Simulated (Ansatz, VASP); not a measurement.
## One calculation of PbS, two programs

File INCAR:

```
PREC     = Accurate       # precision mode
ENCUT    = 520            # plane-wave cutoff, eV
EDIFF    = 1E-6           # SCF threshold, eV
ISMEAR   = -1             # smearing method
SIGMA    = 0.05           # smearing width, eV
LREAL    = False          # projectors in reciprocal space
LASPH    = True           # aspherical terms in the spheres
NELM     = 60             # most SCF steps
ALGO     = Normal         # electronic algorithm
ISIF     = 2              # what is computed and relaxed
LWAVE    = False          # write WAVECAR
LCHARG   = False          # write CHGCAR
NBANDS   = 17             # bands
```

Contents of KPOINTS:

```
Automatic mesh
0
Gamma
  8 8 7
```

Contents of POSCAR:

```
PbS
1.0
    4.0896976867      0.0000000000      0.0000000000
   -2.0448488433      3.5417820905      0.0000000000
    0.0000000000      0.0000000000      3.7881670000
Pb S
1 1
Direct
    0.0000000000      0.0000000000      0.0000000000
    0.6666666667      0.3333333333      0.5000000000
```

input.yaml

```yaml
crystal:
  lattice:
    - [4.0896976867, 0.0, 0.0]
    - [-2.0448488433, 3.5417820905, 0.0]
    - [0.0, 0.0, 3.788167]
  atoms:
    - { symbol: Pb, position: [0.0, 0.0, 0.0] }
    - { symbol: S, position: [0.6666666667, 0.3333333333, 0.5] }
kpoints:
  mp_grid: { grid: [8, 8, 7] }
  band_path:
    path:
      - [0.0, 0.0, 0.0]
      - [0.5, 0.0, 0.0]
      - [0.3333333333, 0.3333333333, 0.0]
      - [0.0, 0.0, 0.0]
      - [0.0, 0.0, 0.5]
      - [0.5, 0.0, 0.5]
      - [0.3333333333, 0.3333333333, 0.5]
      - [0.0, 0.0, 0.5]
    npoints: 12
scf:
  occupations: { method: fermi_dirac, width: 0.05 }
hamiltonian:
  xc: lda
  pseudopotentials: { kind: all_electron, lapw: { basis_error: 0.001 } }
output:
  forces: true
  stress: true
  eigenvalues: true
```

Alike in both runs: functional LDA; k mesh 8 × 8 × 7; occupations fermi-dirac, width 0.05 eV; no spin polarisation.

```csv
,VASP,Ansatz
version,VASP 6.6.1,Ansatz 0.2.0
potentials or method,"VASP PAW LDA potentials, release 64 (Pb_d, S), cutoff 520 eV","all-electron LAPW, scalar-relativistic"
task,single point,band structure
```

Ansatz gave:

```
pressure (GPa)                                                : -4.4
traceless stress, the component that is largest in VASP (GPa) : -0.42
```

Estimate VASP's values.

pressure (GPa): -4.4; traceless stress, the component that is largest in VASP (GPa): -0.39.

LDA's correlation is that of Perdew and Zunger in VASP and of Perdew and Wang (1992) in Ansatz. Ansatz ran all-electron here, and VASP with PAW potentials.

Neither program's run includes spin-orbit coupling.
